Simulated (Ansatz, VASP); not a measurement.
HgTe: VASP beside Ansatz

INCAR

```
SYSTEM = HgTe
PREC = Accurate ; ENCUT = 520
EDIFF = 1E-8 ; ISMEAR = -1
SIGMA = 0.08 ; LREAL = .FALSE.
LASPH = .TRUE. ; NELM = 60
ALGO = Normal ; ISIF = 2
LWAVE = .FALSE. ; LCHARG = .FALSE.
GGA = PE ; LEFG = .TRUE.
NBANDS = 16
```

File KPOINTS:

```
Automatic mesh
0
G
  12 12 12
  0 0 0
```

POSCAR

```
HgTe
1.0
    0.0000000000      2.9215000000      2.9215000000
    2.9215000000      0.0000000000      2.9215000000
    2.9215000000      2.9215000000      0.0000000000
Hg Te
1 1
Direct
    0.0000000000      0.0000000000      0.0000000000
    0.5205373952      0.5205373952      0.4794626048
```

Input for Ansatz:

```yaml
crystal:
  lattice:
    - [0.0, 2.9215, 2.9215]
    - [2.9215, 0.0, 2.9215]
    - [2.9215, 2.9215, 0.0]
  atoms:
    - { symbol: Hg, position: [0.0, 0.0, 0.0] }
    - { symbol: Te, position: [0.5205373952, 0.5205373952, 0.4794626048] }
kpoints:
  mp_grid: { grid: [12, 12, 12] }
scf:
  occupations: { method: fermi_dirac, width: 0.08 }
hamiltonian:
  xc: pbe
  pseudopotentials: { kind: all_electron, datasets: crystal }
output:
  forces: true
  stress: true
  eigenvalues: true
  efg: { contact_densities: true }
```

Alike in both runs: task electric field gradients; functional PBE; k mesh 12 × 12 × 12; occupations fermi-dirac, width 0.08 eV; no spin polarisation.

|  | VASP | Ansatz |
| --- | --- | --- |
| version | VASP 6.6.1 | Ansatz 0.2.0 |
| potentials or method | VASP PAW PBE potentials, release 64 (Hg, Te), cutoff 520 eV | all-electron PAW with datasets made for the crystal, scalar-relativistic |

|  | VASP | Ansatz | Ansatz less VASP |
| --- | --- | --- | --- |
| pressure (GPa) | 11.1 | 10.9 | -0.25 |
| traceless stress, the component that is largest in VASP (GPa) | 1.04 | 1.02 | -0.018 |
| rms of the force components (eV/Å) | 0.299 | 0.295 | -0.0039 |
| size of Vzz on the site where it differs most (V/Å²) | 20.4 | 14.8 | -5.58 |

Atom by atom the forces differ by 0.004 eV/Å (rms over components). Ansatz ran all-electron here, and VASP with PAW potentials.

Spin-orbit coupling is off throughout.
